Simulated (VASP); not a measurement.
Set up this calculation in VASP 6.6.1, as the native input.

- Task: single point
- Functional: PBEsol
- Dispersion: D4
- Potentials or basis: VASP PAW PBE potentials, release 64 (W_sv, Au)
- Cutoff: 520 eV
- k mesh: 8 × 8 × 8
- Occupations: fermi-dirac, width 0.05 eV
- Spin: no spin polarisation
- Dipole correction: no
- Further INCAR settings: ALGO = Fast; EDIFF = 1e-07; NBANDS = 20

The structure of WAu lies in POSCAR:

```
WAu
1.0
    0.0000000000      2.8594785415      2.8594785415
    2.8594785415      0.0000000000      2.8594785415
    2.8594785415      2.8594785415      0.0000000000
W Au
1 1
Direct
    0.0000000000      0.0000000000      0.0000000000
    0.7500000000      0.7500000000      0.7500000000
```

One way to write it, as run:

INCAR

```
SYSTEM = WAu
PREC     = Accurate       ! precision mode
ENCUT    = 520            ! plane-wave cutoff, eV
EDIFF    = 1E-7           ! SCF threshold, eV
ISMEAR   = -1             ! smearing method
SIGMA    = 0.05           ! smearing width, eV
LREAL    = .FALSE.        ! projectors in reciprocal space
LASPH    = .TRUE.         ! aspherical terms in the spheres
NELM     = 100            ! most SCF steps
ALGO     = Fast           ! electronic algorithm
ISIF     = 2              ! what is computed and relaxed
LWAVE    = .FALSE.        ! write WAVECAR
LCHARG   = .FALSE.        ! write CHGCAR
GGA      = PS             ! functional
IVDW     = 13             ! dispersion correction
NBANDS   = 20             ! bands
```

KPOINTS

```
Automatic mesh
0
G
  8 8 8
  0 0 0
```

Potentials or basis: VASP PAW PBE potentials, release 64 (W_sv, Au).

Run with:

```console
$ cat potpaw_PBE.64/W_sv/POTCAR potpaw_PBE.64/Au/POTCAR > POTCAR
$ mpirun -np 1 vasp_std > vasp.out
```

Results of the run:

* Pressure: 0.1 GPa
* Dispersion energy per atom: -0.333 eV

Caveat: the PAW data sets were made with another functional, which shifts forces and pressure a little; pairwise dispersion overbinds metals, which lowers pressure and volume.

It took 37 s on 1 thread of Intel(R) Xeon(R) Platinum 8259CL CPU @ 2.50GHz (Skylake/Cascade Lake) (shared host), peak memory 0.18 GiB.
